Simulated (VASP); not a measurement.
Al:

```xyz
1
Lattice="0.0000 2.0515 2.0515 2.0515 0.0000 2.0515 2.0515 2.0515 0.0000" Properties=species:S:1:pos:R:3 pbc="T T T"
Al    0.0000    0.0000    0.0000
```

Base run:

| Property | Result |
| --- | --- |
| Program | VASP 6.6.1 |
| Functional | BLYP |
| Potentials or basis | VASP PAW PBE potentials, release 64 (Al) |
| Cutoff | 520 eV |
| k mesh | 11 × 11 × 11 |
| Occupations | fermi-dirac, width 0.05 eV |
| Spin | no spin polarisation |

Its results: pressure 0.5 GPa.

Task: The run is repeated on the same cell with these changes: functional from BLYP to r2SCAN. What comes out?

Result: Pressure -6.4 GPa.

Caveats: the PAW data sets were made with another functional, which shifts forces and pressure a little.
